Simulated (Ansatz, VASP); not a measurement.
One calculation of TiH, two programs

```
Ti H
1.0
     0.00000    2.08970    2.08970
     2.08970    0.00000    2.08970
     2.08970    2.08970    0.00000
Ti H
1 1
Cartesian
  0.0000 0.0000 0.0000
  2.0897 2.0897 2.0897
```

Alike in both runs: task single point; functional LDA; k mesh 22 × 22 × 22; occupations gaussian, width 0.15 eV; no spin polarisation.

```csv
,VASP,Ansatz
version,VASP 6.6.1,Ansatz 0.2.0
potentials or method,"VASP PAW LDA potentials, release 64 (Ti_sv, H), cutoff 520 eV","scalar-relativistic, plane waves, PAW"
valence electrons in the cell,13,13
```

Ansatz gave:

```
gap on the k mesh at the Fermi level (eV) : none
pressure (GPa)                            : -7.9
```

Q: Which values does VASP return?

A: gap on the k mesh at the Fermi level (eV): none; pressure (GPa): -7.8.

LDA's correlation is that of Perdew and Zunger in VASP and of Perdew and Wang (1992) in Ansatz. A gap of «none» marks a metal or a gap that the smearing closes.
